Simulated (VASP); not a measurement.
## Se: relaxation of cell and atoms with PBEsol+D3(BJ)

Crystal: Se.

```
Se
1.0
     2.81056    0.00000    0.00000
     0.00000    2.81056    0.00000
     0.00000    0.00000    2.81056
Se
1
Direct
  0.00000 0.00000 0.00000
```

| Item | Value |
| --- | --- |
| Program | VASP 6.6.1 |
| Task | relaxation of cell and atoms |
| Functional | PBEsol |
| Dispersion | D3(BJ) |
| Potentials or basis | VASP PAW PBE potentials, release 64 (Se) |
| Cutoff | 600 eV |
| k mesh | 9 × 9 × 9 |
| Occupations | fermi-dirac, width 0.05 eV |
| Spin | no spin polarisation |
| Dipole correction | no |
| Further INCAR settings | ALGO = Normal; EDIFF = 1e-06; IBRION = 2; EDIFFG = -0.01; NSW = 60; ISIF = 3 |

| Property | Result |
| --- | --- |
| Relaxed volume | 21.07 Å³/atom |
| Relaxed cell | a = 2.762 Å, b = 2.762 Å, c = 2.762 Å, α = 90.00°, β = 90.00°, γ = 90.00° |
| Space group after relaxing (to 0.05 Å) | Pm-3m (No. 221) |
| Energy gained by relaxing | 14.8 meV/atom |
| Ionic steps | 3 |
| Pressure after relaxing | 0.0 GPa |
| Band gap on the k mesh | zero (band 3 reaches 8.50 eV, above the bottom of band 4 at 2.00 eV) |
| Dispersion energy per atom | -0.357 eV |

Step by step:
```tsv
step	energy change (eV)	largest force (eV/Å)	pressure (GPa)	volume (Å³)
1	0.0000	0.0000	-3.98	22.20
2	-0.0102	0.0000	2.61	20.48
3	-0.0148	0.0000	0.00	21.07
```

Final structure:
```yaml
crystal:
  lattice:
    - [2.76188, 0.00000, 0.00000]
    - [0.00000, 2.76188, 0.00000]
    - [0.00000, 0.00000, 2.76188]
  atoms:
    - { symbol: Se, position: [0.00000, 0.00000, 0.00000] }
```

Levels at points of the mesh, in eV from the Fermi level:
```csv
k point,band 1,band 2,band 3,band 4,band 5,band 6
"(0.00, 0.00, 0.00)",-16.70,1.50,1.50,1.50,7.60,7.60
```

Wall time 11 s on 1 thread of Intel Xeon 6975P-C (shared host), peak memory 0.15 GiB.

Caveat: the PAW data sets were made with another functional, which shifts forces and pressure a little; pairwise dispersion overbinds metals, which lowers pressure and volume.
